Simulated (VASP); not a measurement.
Pd:

```
CELL_PARAMETERS angstrom
0.00000 1.93344 1.93344
1.93344 0.00000 1.93344
1.93344 1.93344 0.00000
ATOMIC_POSITIONS crystal
Pd 0.00000 0.00000 0.00000
```

Base run:

* Program: VASP 6.6.1
* Functional: r2SCAN
* Potentials or basis: VASP PAW PBE potentials, release 64 (Pd)
* Cutoff: 520 eV
* k mesh: 12 × 12 × 12
* Occupations: fermi-dirac, width 0.05 eV
* Spin: no spin polarisation

Its results: band gap on the k mesh zero (band 5 reaches 10.27 eV, above the bottom of band 6 at 8.53 eV); pressure 7.1 GPa.

**Question.** The run is repeated on the same cell with these changes: functional from r2SCAN to RPBE; dispersion from none to D4. What comes out?

**Answer.** Band gap on the k mesh zero (band 5 reaches 10.52 eV, above the bottom of band 6 at 8.88 eV); pressure 5.6 GPa.

Several settings changed at once, so the effect can't be laid on one alone.

Caveats: the PAW data sets were made with another functional, which shifts forces and pressure a little; pairwise dispersion overbinds metals, which lowers pressure and volume (some runs).
